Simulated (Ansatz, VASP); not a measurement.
# One calculation of BC5, two programs

```
B C
1.0
     1.98606   -2.18604    0.00000
     1.98606    2.18604    0.00000
     0.00000    0.00000    7.56205
B C
1 5
Direct
  0.50000 0.50000 0.00000
  0.15121 0.84879 0.00000
  0.84879 0.15121 0.00000
  0.66671 0.66671 0.50000
  0.33329 0.33329 0.50000
  0.00000 0.00000 0.50000
```

Alike in both runs: functional PBE; k mesh 6 × 6 × 4; occupations gaussian, width 0.1 eV; no spin polarisation.

Ansatz relaxed the structure, and its values are those at the end. VASP's run is a single point on that final structure, the one shown.

```csv
,VASP,Ansatz
version,VASP 6.6.1,Ansatz 0.2.0
potentials or method,"VASP PAW PBE potentials, release 64 (B, C), cutoff 520 eV","scalar-relativistic, plane waves, PAW"
valence electrons in the cell,23,23
```

Ansatz gave:

| Property | Result |
| --- | --- |
| gap on the k mesh at the Fermi level (eV) | none |
| pressure (GPa) | 0.0 |
| rms of the force components (eV/Å) | 0.001 |

Q: Which values does VASP return?

A: gap on the k mesh at the Fermi level (eV): none; pressure (GPa): 0.0; rms of the force components (eV/Å): 0.018.

A gap of «none» marks a metal or a gap that the smearing closes. With one functional, cell and mesh, what is left measures potentials, basis and numerics.
